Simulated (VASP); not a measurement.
**NiO: single point with r2SCAN+D4**

NiO:

```
Ni O
1.0
     0.00000    2.09972    2.09972
     2.09972    0.00000    2.09972
     2.09972    2.09972    0.00000
Ni O
1 1
Cartesian
  0.0000 0.0000 0.0000
  2.0997 2.0997 2.0997
```

```
Program             : VASP 6.6.1
Task                : single point
Functional          : r2SCAN
Dispersion          : D4
Potentials or basis : VASP PAW PBE potentials, release 64 (Ni, O)
Cutoff              : 520 eV
k mesh              : 11 × 11 × 11
Occupations         : fermi-dirac, width 0.05 eV
Spin                : collinear spin, ferromagnetic start
Starting moments    : [1.0, 0.0] μB
```

```json
{
 "Pressure": "-3.0 GPa",
 "Band gap on the k mesh": "0.80 eV (least direct gap 1.72 eV)",
 "Net moment": "2.00 μB per cell",
 "Site moments": "Ni +1.69; O +0.28 μB",
 "Valence electrons inside the program's atomic spheres": "Ni 8.90; O 5.04",
 "Dispersion energy per atom": "-0.116 eV"
}
```

Levels at points of the mesh, in eV from the valence-band top:
Spin up:
```
           k point  band 7  band 8  band 9  band 10  band 11  band 12
(0.00, 0.00, 0.00)   -2.67   -2.67   -2.67     2.16    18.82    19.61
```
Spin down:
```
           k point  band 4  band 5  band 6  band 7  band 8  band 9  band 10  band 11
(0.00, 0.00, 0.00)   -2.12   -1.99   -1.99   -1.99    0.80    0.80     2.71    18.91
```

Run time: 110 s on 1 thread of Intel(R) Xeon(R) Platinum 8488C (Sapphire Rapids) (shared host), peak memory 0.17 GiB.

Caveat: the PAW data sets were made with another functional, which shifts forces and pressure a little; an odd mesh through Γ misses points on the zone boundary, where band edges can lie; a cell with one magnetic atom can't hold antiferromagnetic order, which such compounds often take.
